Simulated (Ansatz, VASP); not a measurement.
# Mo in VASP and in Ansatz

File POSCAR:

```
Mo
1.0
    0.0000000000      1.9672196643      1.9672196643
    1.9672196643      0.0000000000      1.9672196643
    1.9672196643      1.9672196643      0.0000000000
Mo
1
Direct
    0.0000000000      0.0000000000      0.0000000000
```

Contents of INCAR.step1:

```
PREC = Accurate ; ENCUT = 520
ISMEAR = -1 ; SIGMA = 0.1
LREAL = F ; LASPH = T
NELM = 80 ; NBANDS = 13
GGA = PE ; ALGO = Normal
EDIFF = 1E-4 ; LWAVE = T
LCHARG = F
```

The input INCAR.step2:

```
PREC = Accurate ; ENCUT = 520
EDIFF = 1E-6 ; ISMEAR = -1
SIGMA = 0.1 ; LREAL = F
LASPH = T ; NELM = 80
ALGO = Normal ; ISIF = 2
LWAVE = F ; LCHARG = F
METAGGA = R2SCAN ; LMIXTAU = T
NBANDS = 13 ; ISTART = 1
```

File KPOINTS:

```
Automatic mesh
0
Gamma
  15 15 15
```

Input for Ansatz:

```yaml
crystal:
  lattice:
    - [0.0, 1.9672196643, 1.9672196643]
    - [1.9672196643, 0.0, 1.9672196643]
    - [1.9672196643, 1.9672196643, 0.0]
  atoms:
    - { symbol: Mo, position: [0.0, 0.0, 0.0] }
hamiltonian:
  xc: r2scan
  pseudopotentials:
    kind: paw
    azcp:
      Mo: "pseudopotentials/Mo.paw.azcp"
basis:
  ecutwfc: 500
  fft_grid_basis: typed
kpoints:
  mp_grid: { grid: [15, 15, 15], shift: [0, 0, 0] }
magnetization:
  spin_polarized: false
scf:
  occupations: { method: fermi_dirac, width: 0.1 }
  lower_state_search: "off"
output:
  stress: true
```

Alike in both runs: task single point; functional r2SCAN; k mesh 15 × 15 × 15; occupations fermi-dirac, width 0.1 eV; no spin polarisation.

|  | VASP | Ansatz |
| --- | --- | --- |
| version | VASP 6.6.1 | Ansatz 0.2.0 |
| potentials or method | VASP PAW PBE potentials, release 64 (Mo_sv), cutoff 520 eV | plane waves (500 eV) with PAW, scalar-relativistic |
| valence electrons in the cell | 14 | 14 |

```csv
,VASP,Ansatz,Ansatz less VASP
pressure (GPa),12.6,11.4,-1.21
```

VASP's potentials were made for PBE, not for r2SCAN. With one functional, cell and mesh, what is left measures potentials, basis and numerics.
